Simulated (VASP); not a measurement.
# Se: single point with PBEsol

The system is Se.

```
Se
1.0
     4.10889    0.00000    0.00000
     0.00000    8.23685    0.00000
     0.00000    0.00000    2.70663
Se
4
Direct
  0.68300 0.38080 0.50000
  0.81700 0.88080 0.50000
  0.31700 0.61920 0.50000
  0.18300 0.11920 0.50000
```

```
Program                : VASP 6.6.1
Task                   : single point
Functional             : PBEsol
Potentials or basis    : VASP PAW PBE potentials, release 64 (Se)
Cutoff                 : 520 eV
k mesh                 : 10 × 6 × 16
Occupations            : gaussian, width 0.1 eV
Spin                   : no spin polarisation
Dipole correction      : no
Further INCAR settings : ALGO = Normal; EDIFF = 1e-06; NBANDS = 20
```

```
Pressure               : 0.1 GPa
Largest force          : 0.017 eV/Å
Band gap on the k mesh : zero (bands 12 and 13 overlap by 3.92 eV)
```

Forces on the atoms (eV/Å):
```
Se   0.011 -0.013  0.000
Se  -0.011 -0.013  0.000
Se  -0.011  0.013  0.000
Se   0.011  0.013  0.000
```

Levels at points of the mesh, in eV from the Fermi level:
```csv
k point,band 9,band 10,band 11,band 12,band 13,band 14,band 15,band 16
"(0.00, 0.00, 0.00)",-2.82,-2.31,1.13,1.55,2.48,3.24,3.29,4.04
"(0.50, 0.00, 0.00)",-2.60,-2.60,2.52,2.52,3.16,3.16,4.36,4.36
"(0.00, 0.50, 0.00)",-1.94,-1.94,0.49,0.49,2.77,2.77,4.69,4.69
"(0.50, 0.50, 0.00)",-0.27,-0.27,1.20,1.20,3.16,3.16,4.36,4.36
"(0.00, 0.00, 0.50)",-3.72,-2.70,-1.00,-0.77,-0.45,-0.12,3.16,3.47
"(0.50, 0.00, 0.50)",-4.43,-4.43,-1.19,-1.19,-0.25,-0.25,3.03,3.03
"(0.00, 0.50, 0.50)",-3.19,-3.19,-1.06,-1.06,0.15,0.15,2.80,2.80
"(0.50, 0.50, 0.50)",-3.79,-3.79,-2.90,-2.90,1.73,1.73,3.29,3.29
```

It took 4.1 min on 1 thread of Intel Xeon 8259CL, with other jobs on the host, peak memory 0.4 GiB.

Caveat: the PAW data sets were made with another functional, which shifts forces and pressure a little.
